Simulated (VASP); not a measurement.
Here is a VASP 6.6.1 calculation.

The input INCAR:

```
ALGO     = Fast           # electronic algorithm
EDIFF    = 1E-6           # SCF threshold, eV
ENCUT    = 520            # plane-wave cutoff, eV
GGA      = PS             # functional
ISIF     = 2              # what is computed and relaxed
ISMEAR   = 0              # smearing method
LASPH    = T              # aspherical terms in the spheres
LCHARG   = F              # write CHGCAR
LREAL    = F              # projectors in reciprocal space
LWAVE    = F              # write WAVECAR
NBANDS   = 18             # bands
NELM     = 60             # most SCF steps
PREC     = Accurate       # precision mode
SIGMA    = 0.15           # smearing width, eV
```

File KPOINTS:

```
k-points
0
Gamma
  14 14 14
```

POSCAR

```
InPd
1.0
    3.2088053983      0.0000000000      0.0000000000
    0.0000000000      3.2088053983      0.0000000000
    0.0000000000      0.0000000000      3.3222750686
In Pd
1 1
Direct
   -0.0248370446      0.0000000000      0.0000000000
    0.5267970286      0.5000000000      0.5000000000
```

Potentials or basis: VASP PAW PBE potentials, release 64 (In_d, Pd).

The run is started by

```bash
$ cat potpaw_PBE.64/In_d/POTCAR potpaw_PBE.64/Pd/POTCAR > POTCAR
$ mpirun -np 1 vasp_std > vasp.out
```

(1) Estimate the pressure.

(2) What does it give for the largest force?

Answers

(1) 1.6 GPa.

(2) 0.701 eV/Å.

Caveat: the cell differs from its parent crystal (mode 4 frozen in at -0.087 Å, strain +e along z and -e/2 along x and y +0.0233); the PAW data sets were made with another functional, which shifts forces and pressure a little.
